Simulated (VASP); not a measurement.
# Te (Im-3m) in VASP: further runs

Te is run at these levels: RPBE; tasks: single point, relaxation of cell and atoms.

Everything below comes from runs of VASP 6.6.1. Logs are shortened: lines on timing, memory, paths and dates and some standing lists are left out, and cuts for length are marked.

### Step 1. The cell of the first run

Symmetry: Im-3m, No. 229, cubic system. Conventional cell: a = 4.032 Å, b = 4.032 Å, c = 4.032 Å, α = 90.00°, β = 90.00°, γ = 90.00°. Within 4.6 Å of Te (site symmetry m-3m) lie 14 Te at 3.49 to 4.03 Å.

This isn't the form of Te at room conditions, which is trigonal, of chains.

### Step 2. Single point, RPBE (32.77 Å³/atom)

INCAR

```
SYSTEM = Te
PREC = Accurate ; ENCUT = 520
EDIFF = 1E-6 ; ISMEAR = -1
SIGMA = 0.1 ; LREAL = .False.
LASPH = .True. ; NELM = 60
ALGO = Normal ; ISIF = 2
LWAVE = .False. ; LCHARG = .True.
GGA = RP ; LELF = .True.
LVHAR = .True. ; NBANDS = 9
```

KPOINTS

```
regular mesh
0
Gamma
  13 13 13
  0 0 0
```

POSCAR

```
Te
1.0
   -2.0158909770      2.0158909770      2.0158909770
    2.0158909770     -2.0158909770      2.0158909770
    2.0158909770      2.0158909770     -2.0158909770
Te
1
Direct
    0.0000000000      0.0000000000      0.0000000000
```

Potentials or basis: VASP PAW PBE potentials, release 64 (Te).

Run with:

```
cat potpaw_PBE.64/Te/POTCAR > POTCAR
mpirun -np 1 vasp_std > vasp.out
```

OUTCAR:

```text
SYSTEM = Te
   PREC = Accurate
   ENCUT = 520
   EDIFF = 1E-6
   ISMEAR = -1
   LREAL = .False.
   LASPH = .True.
   NELM = 60
   ISIF = 2
   GGA = RP

 ion  position               nearest neighbor table
   1  0.000  0.000  0.000-

  LATTYP: Found a body centered cubic cell.
 ALAT       =     4.0317819540

  Lattice vectors:

 A1 = (  -2.0158909770,   2.0158909770,   2.0158909770)
 A2 = (   2.0158909770,  -2.0158909770,   2.0158909770)
 A3 = (   2.0158909770,   2.0158909770,  -2.0158909770)

Analysis of symmetry for initial positions (statically):
=====================================================================
 Subroutine PRICEL returns:
 Original cell was already a primitive cell.

 Routine SETGRP: Setting up the symmetry group for a
 body centered cubic supercell.

 Subroutine GETGRP returns: Found 48 space group operations
 (whereof 48 operations were pure point group operations)
 out of a pool of 48 trial point group operations.

The static configuration has the point symmetry O_h .

Analysis of symmetry for dynamics (positions and initial velocities):
=====================================================================
 Subroutine PRICEL returns:
 Original cell was already a primitive cell.

 Routine SETGRP: Setting up the symmetry group for a
 body centered cubic supercell.

 Subroutine GETGRP returns: Found 48 space group operations
 (whereof 48 operations were pure point group operations)
 out of a pool of 48 trial point group operations.

The dynamic configuration has the point symmetry O_h .

 Subroutine INISYM returns: Found 48 space group operations
 (whereof 48 operations are pure point group operations),
 and found     1 'primitive' translations

----------------------------------------------------------------------------------------

                                     Primitive cell

  volume of cell :      32.7688

  direct lattice vectors                    reciprocal lattice vectors
    -2.015890977  2.015890977  2.015890977     0.000000000  0.248029286  0.248029286
     2.015890977 -2.015890977  2.015890977     0.248029286  0.000000000  0.248029286
     2.015890977  2.015890977 -2.015890977     0.248029286  0.248029286  0.000000000

  length of vectors
     3.491625595  3.491625595  3.491625595     0.350766380  0.350766380  0.350766380

  position of ions in fractional coordinates (direct lattice)
     0.000000000  0.000000000  0.000000000

  ion indices of the primitive-cell ions
   primitive index   ion index
                 1           1

----------------------------------------------------------------------------------------

 KPOINTS: regular mesh

Automatic generation of k-mesh.
 Grid dimensions read from file:
 generate k-points for:   13   13   13

 Generating k-lattice:

  Cartesian coordinates                     Fractional coordinates (reciprocal lattice)
     0.000000000  0.019079176  0.019079176     0.076923077  0.000000000  0.000000000
     0.019079176  0.000000000  0.019079176     0.000000000  0.076923077  0.000000000
     0.019079176  0.019079176  0.000000000     0.000000000  0.000000000  0.076923077

  Length of vectors
     0.026982029  0.026982029  0.026982029

  Shift w.r.t. Gamma in fractional coordinates (k-lattice)
     0.000000000  0.000000000  0.000000000

 Subroutine IBZKPT returns following result:
 ===========================================

 Found     84 irreducible k-points:

 Following reciprocal coordinates:
            Coordinates               Weight
  0.000000  0.000000  0.000000      1.000000
  0.076923  0.000000  0.000000     12.000000
  0.153846  0.000000  0.000000     12.000000
  0.230769  0.000000  0.000000     12.000000
  0.307692  0.000000  0.000000     12.000000
  0.384615  0.000000  0.000000     12.000000
[... 16 lines left out ...]
  0.153846  0.076923  0.076923     24.000000
  0.230769  0.076923  0.076923     24.000000
 [... further k-points ...]
   k-points           NKPTS =     84   k-points in BZ     NKDIM =     84   number of bands    NBANDS=      9
   number of dos      NEDOS =    301   number of ions     NIONS =      1
   total plane-waves  NPLWV =  21952
   dimension x,y,z NGX =    28 NGY =   28 NGZ =   28
   dimension x,y,z NGXF=    56 NGYF=   56 NGZF=   56
   ions per type =               1
   NGX,Y,Z   is equivalent  to a cutoff of  13.33, 13.33, 13.33 a.u.
   NGXF,Y,Z  is equivalent  to a cutoff of  26.66, 26.66, 26.66 a.u.
 SYSTEM =  Te
   PREC   = accura    normal or accurate (medium, high low for compatibility)
   ISTART =      0    job   : 0-new  1-cont  2-samecut
   ICHARG =      2    charge: 1-file 2-atom 10-const
   ISPIN  =      1    spin polarized calculation?
   LNONCOLLINEAR =      F non collinear calculations
   LSORBIT =      F    spin-orbit coupling
   LASPH  =      T    aspherical Exc in radial PAW
   ENCUT  =  520.0 eV  38.22 Ry    6.18 a.u.   6.49  6.49  6.49*2*pi/ulx,y,z
   NELM   =     60;   NELMIN=  2; NELMDL= -5     # of ELM steps
   EDIFF  = 0.1E-05   stopping-criterion for ELM
   LREAL  =      F    real-space projection
   EDIFFG = 0.1E-04   stopping-criterion for IOM
   NSW    =      0    number of steps for IOM
   IBRION =     -1    ionic relax: 0-MD 1-quasi-New 2-CG
   NFREE  =      0    steps in history (QN), initial steepest desc. (CG)
   ISIF   =      2    stress and relaxation
   ISYM   =      2    0-nonsym 1-usesym 2-fastsym
   POTIM  = 0.5000    time-step for ionic-motion
   TEBEG  =    0.0;   TEEND  =   0.0 temperature during run
   PSTRESS=    0.0 pullay stress
   NELECT =       6.0000    total number of electrons
   NUPDOWN=      -1.0000    fix difference up-down
   EMIN   =  10.00;   EMAX   =-10.00  energy-range for DOS
   EFERMI =   0.00;   METHOD = LEGACY
   ISMEAR =    -1;   SIGMA  =   0.10  broadening in eV -4-tet -1-fermi 0-gaus
   EFERMI_NEDOS =   21; number of points for ismear=-14 and -15
   IALGO  =     38    algorithm
   IMIX   =      4    mixing-type and parameters
     AMIX     =   0.40;   BMIX     =  1.00
     AMIX_MAG =   1.60;   BMIX_MAG =  1.00
  volume/ion in A,a.u.               =      32.77       221.14
  Fermi-wavevector in a.u.,A,eV,Ry     =   0.929619  1.756725 11.758033  0.864191
  Thomas-Fermi vector in A             =   2.055921
   LORBIT       =      0    0 simple, 1 ext, 2 COOP (PROOUT), +10 PAW based schemes
   GGA     = RP    functional components
   LHFCALC =     F    Hartree Fock is set to
   AEXX    =    0.0000 exact exchange contribution
   IVDW    =     0    specifies the selected vdW correction
   LEPSILON=     F    determine dielectric tensor
   LRPA    =     F    only Hartree local field effects (RPA)
 non-spin polarized calculation
  energy-cutoff  :      520.00
  volume of cell :       32.77
 maximum number of plane-waves:       935
 NGX is ok and might be reduce to    28
   NGX = 13   NGY = 13   NGZ = 13

 number of electron       5.9999999 magnetization

 Free energy of the ion-electron system (eV)
  ---------------------------------------------------
  ext. energy  EPLUGINS =         0.00000000
  ---------------------------------------------------
  free energy    TOTEN  =        -2.39668493 eV

  energy without entropy =       -2.36852162  energy(sigma->0) =       -2.38260327

 E-fermi :   6.1369     XC(G=0):  -9.3849

 val. band max:        6.1235099821   @ k =   0.2308   0.2308   0.0769
 cond. band min:       6.1715972206   @ k =   0.3077   0.0769   0.0000
 fundamental gap:      0.0480872385
 Fermi energy:         6.1369427424

 k-point     1 :       0.0000    0.0000    0.0000
  band No.  band energies     occupation
      1      -6.7280      2.00000
      2       8.4114      0.00000
      3       8.4114      0.00000
      4       8.4114      0.00000
      5      14.4509      0.00000
      6      15.6706      0.00000
      7      15.6706      0.00000
      8      15.6706      0.00000
      9      17.9001      0.00000

 k-point     2 :       0.0769    0.0000    0.0000
  band No.  band energies     occupation
      1      -6.6391      2.00000
      2       7.7845      0.00000
      3       8.2119      0.00000
      4       8.3759      0.00000
      5      14.7524      0.00000
      6      15.2281      0.00000
      7      15.5399      0.00000
      8      16.0466      0.00000
      9      16.9939      0.00000

 k-point     3 :       0.1538    0.0000    0.0000
  band No.  band energies     occupation
      1      -6.3771      2.00000
      2       6.3883      0.14979
      3       7.7288      0.00000
      4       8.2753      0.00000
      5      14.0011      0.00000
      6      14.4706      0.00000
      7      16.3384      0.00000
      8      16.8696      0.00000
      9      17.0570      0.00000

 k-point     4 :       0.2308    0.0000    0.0000
  band No.  band energies     occupation
      1      -5.9593      2.00000
      2       4.7915      2.00000
      3       7.1643      0.00007
      4       8.1295      0.00000
      5      13.0511      0.00000
      6      13.7832      0.00000
      7      16.8526      0.00000
      8      16.9804      0.00000
      9      18.4933      0.00000

 k-point     5 :       0.3077    0.0000    0.0000
  band No.  band energies     occupation
      1      -5.4260      2.00000
      2       3.2711      2.00000
      3       6.6601      0.01063
      4       7.9716      0.00000
      5      12.3157      0.00000
      6      13.2474      0.00000
      7      17.1674      0.00000
      8      17.6343      0.00000
      9      20.2023      0.00000

 k-point     6 :       0.3846    0.0000    0.0000
  band No.  band energies     occupation
      1      -4.8678      2.00000
      2       2.0174      2.00000
      3       6.2929      0.34736
      4       7.8398      0.00000
      5      11.8275      0.00000
      6      12.8847      0.00000
      7      17.7505      0.00000
      8      18.4346      0.00000
      9      21.2818      0.00000
[... 169 lines left out ...]
 k-point    21 :       0.3077    0.3077    0.0000
  band No.  band energies     occupation
      1      -4.0680      2.00000
      2       2.2557      2.00000
      3       3.0349      2.00000
      4       6.8924      0.00105
      5      13.2315      0.00000
      6      15.5277      0.00000
      7      16.5339      0.00000
      8      19.3688      0.00000
      9      20.3249      0.00000

 k-point    22 :       0.0769    0.0769    0.0769
  band No.  band energies     occupation
      1      -6.2078      2.00000
      2       5.7095      1.97253
      3       7.7310      0.00000
      4       7.7310      0.00000
      5      14.3634      0.00000
      6      14.3634      0.00000
      7      15.4885      0.00000
      8      17.3840      0.00000
      9      17.3840      0.00000

 k-point    23 :       0.1538    0.0769    0.0769
  band No.  band energies     occupation
      1      -5.8017      2.00000
      2       4.4728      2.00000
      3       6.8858      0.00112
      4       7.4612      0.00000
      5      13.9545      0.00000
      6      14.0947      0.00000
      7      16.3754      0.00000
      8      17.5736      0.00000
      9      17.6867      0.00000

 k-point    24 :       0.2308    0.0769    0.0769
  band No.  band energies     occupation
      1      -5.2876      2.00000
      2       3.2226      2.00000
      3       6.1114      1.12695
      4       7.1927      0.00005
      5      13.4425      0.00000
      6      13.9146      0.00000
      7      17.5844      0.00000
      8      17.7504      0.00000
      9      18.6087      0.00000

 [... further k-points ...]

------------------------ aborting loop because EDIFF is reached ----------------------------------------

  FORCE on cell =-STRESS in cart. coord.  units (eV):
  Direction    XX          YY          ZZ          XY          YZ          ZX
  --------------------------------------------------------------------------------------
  -------------------------------------------------------------------------------------
  Total       -0.8835446     -0.8835446     -0.8835446      0.0000000      0.0000000      0.0000000
  in kB      -43.1994252    -43.1994252    -43.1994252      0.0000000      0.0000000      0.0000000
  external PRESSURE =     -43.1994252 kB  Pullay stress =       0.0000000 kB

 VOLUME and BASIS-vectors are now :
 -----------------------------------------------------------------------------
  energy-cutoff  :      520.00
  volume of cell :       32.77
      direct lattice vectors                 reciprocal lattice vectors
    -2.015890977  2.015890977  2.015890977     0.000000000  0.248029286  0.248029286
     2.015890977 -2.015890977  2.015890977     0.248029286  0.000000000  0.248029286
     2.015890977  2.015890977 -2.015890977     0.248029286  0.248029286  0.000000000

 POSITION                                       TOTAL-FORCE (eV/Angst)
 -----------------------------------------------------------------------------------
      0.00000      0.00000      0.00000        -0.000000      0.000000     -0.000000
 -----------------------------------------------------------------------------------
    total drift:                                0.000000      0.000000      0.000000

  FREE ENERGIE OF THE ION-ELECTRON SYSTEM (eV)
  ---------------------------------------------------
  free  energy   TOTEN  =        -2.3966849264 eV

  energy  without entropy=       -2.3685216198  energy(sigma->0) =       -2.38260327
```

It took 36 s on 1 thread of Intel Xeon 8259CL, shared host; peak memory 0.17 GiB.

Results:

| Item | Value |
| --- | --- |
| Free energy | -2.3967 eV |
| Pressure | -4.3 GPa |
| Band gap on the k mesh | zero (bands 3 and 4 overlap by 4.74 eV) |

Levels at points of the mesh, in eV from the Fermi level:
| k point | band 1 | band 2 | band 3 | band 4 | band 5 | band 6 |
| --- | --- | --- | --- | --- | --- | --- |
| (0.00, 0.00, 0.00) | -12.86 | 2.27 | 2.27 | 2.27 | 8.31 | 9.53 |

Caveat: the cell stands under tension; the PAW data sets were made with another functional, which shifts forces and pressure a little; spin-orbit coupling is left out, which moves the levels of the heavy elements.

### Step 3. Relaxation of cell and atoms, RPBE

This run uses another cell than the first one, of 28.84 Å³/atom.

INCAR

```
ALGO = Normal ; EDIFF = 1E-6
EDIFFG = -0.01 ; ENCUT = 600
GGA = RP ; IBRION = 2
ISIF = 3 ; ISMEAR = -1
LASPH = True ; LCHARG = False
LREAL = False ; LWAVE = False
NELM = 80 ; NSW = 80
PREC = Accurate ; SIGMA = 0.1
```

KPOINTS

```
k-points
0
Gamma
  11 11 11
```

POSCAR

```
Te
1.0
   -1.9317963558      1.9317963558      1.9317963558
    1.9317963558     -1.9317963558      1.9317963558
    1.9317963558      1.9317963558     -1.9317963558
Te
1
Direct
    0.0000000000      0.0000000000      0.0000000000
```

Potentials or basis: VASP PAW PBE potentials, release 64 (Te).

Run with:

```
cat potpaw_PBE.64/Te/POTCAR > POTCAR
mpirun -np 1 vasp_std > vasp.out
```

Run time: 42 s. Hardware: 1 thread of Intel Xeon 8259CL, shared host; peak memory 0.16 GiB.

The run converged. Its results:

| Quantity | Value |
| --- | --- |
| Free energy | -2.4334 eV |
| Relaxed volume | 29.18 Å³/atom |
| Relaxed cell | a = 3.359 Å, b = 3.359 Å, c = 3.359 Å, α = 109.47°, β = 109.47°, γ = 109.47° |
| Space group after relaxing (to 0.1 Å) | Im-3m (No. 229) |
| Energy gained by relaxing | 0.6 meV/atom |
| Ionic steps | 3 |
| Pressure after relaxing | 0.0 GPa |
| Band gap on the k mesh | zero (bands 3 and 4 overlap by 5.64 eV) |

Step by step:
| step | energy change (eV) | largest force (eV/Å) | pressure (GPa) | volume (Å³) |
| --- | --- | --- | --- | --- |
| 1 | 0.0000 | 0.0000 | 0.61 | 28.84 |
| 2 | -0.0006 | 0.0000 | -0.18 | 29.29 |
| 3 | -0.0006 | 0.0000 | 0.00 | 29.18 |

Final structure:
```
CELL_PARAMETERS angstrom
-1.93950 1.93950 1.93950
1.93950 -1.93950 1.93950
1.93950 1.93950 -1.93950
ATOMIC_POSITIONS crystal
Te 0.00000 0.00000 0.00000
```

Levels at points of the mesh, in eV from the Fermi level:
| k point | band 1 | band 2 | band 3 | band 4 | band 5 | band 6 |
| --- | --- | --- | --- | --- | --- | --- |
| (0.00, 0.00, 0.00) | -13.72 | 2.79 | 2.79 | 2.79 | 9.49 | 9.72 |

Caveat: the PAW data sets were made with another functional, which shifts forces and pressure a little; spin-orbit coupling is left out, which moves the levels of the heavy elements.

### Step 4. Single point, RPBE

This run uses another cell than the first one, of 29.26 Å³/atom.

INCAR

```
SYSTEM = Te
ALGO = Normal
EDIFF = 1E-7
ENCUT = 520
GGA = RP
ISIF = 2
ISMEAR = -1
LASPH = .TRUE.
LCHARG = .FALSE.
LREAL = .FALSE.
LWAVE = .FALSE.
NBANDS = 9
NELM = 100
PREC = Accurate
SIGMA = 0.1
```

KPOINTS

```
k-points
0
G
  19 19 19
  0 0 0
```

POSCAR

```
Te
1.0
   -1.9411586585      1.9411586585      1.9411586585
    1.9411586585     -1.9411586585      1.9411586585
    1.9411586585      1.9411586585     -1.9411586585
Te
1
Direct
    0.0000000000      0.0000000000      0.0000000000
```

Run with:

```
cat potpaw_PBE.64/Te/POTCAR > POTCAR
mpirun -np 1 vasp_std > vasp.out
```

Run time: 81 s. Hardware: 1 thread of Intel Xeon 8259CL, shared host; peak memory 0.2 GiB.

It converged, with:

```
Free energy            : -2.4475 eV
Pressure               : 0.0 GPa
Band gap on the k mesh : zero (bands 3 and 4 overlap by 5.67 eV)
```

Levels at points of the mesh, in eV from the Fermi level:
```tsv
k point	band 1	band 2	band 3	band 4	band 5	band 6
(0.00, 0.00, 0.00)	-13.66	2.82	2.82	2.82	9.50	9.76
```

Caveat: the PAW data sets were made with another functional, which shifts forces and pressure a little; spin-orbit coupling is left out, which moves the levels of the heavy elements.

### Step 5. The runs side by side

| task | cell | k mesh | cutoff (eV) | gap on the mesh (eV) | pressure (GPa) |
| --- | --- | --- | --- | --- | --- |
| single point | a = 3.492 Å, angles 109.5°, 1 atom | 13 × 13 × 13 | 520 | none | -4.3 |
| relaxation of cell and atoms | relaxed from a = 3.346 Å, angles 109.5°, 1 atom | 11 × 11 × 11 | 600 | none | 0.0 |
| single point | a = 3.362 Å, angles 109.5°, 1 atom | 19 × 19 × 19 | 520 | none | 0.0 |

Alike in all rows: level RPBE; potentials or basis VASP PAW PBE potentials, release 64 (Te); no spin polarisation; smearing fermi-dirac 0.1 eV.

Caveats: the PAW data sets were made with another functional, which shifts forces and pressure a little; spin-orbit coupling is left out, which moves the levels of the heavy elements; the cell stands under tension (at least some runs).

Total energies depend on the potentials used, so only differences within one code and one set of settings carry meaning.
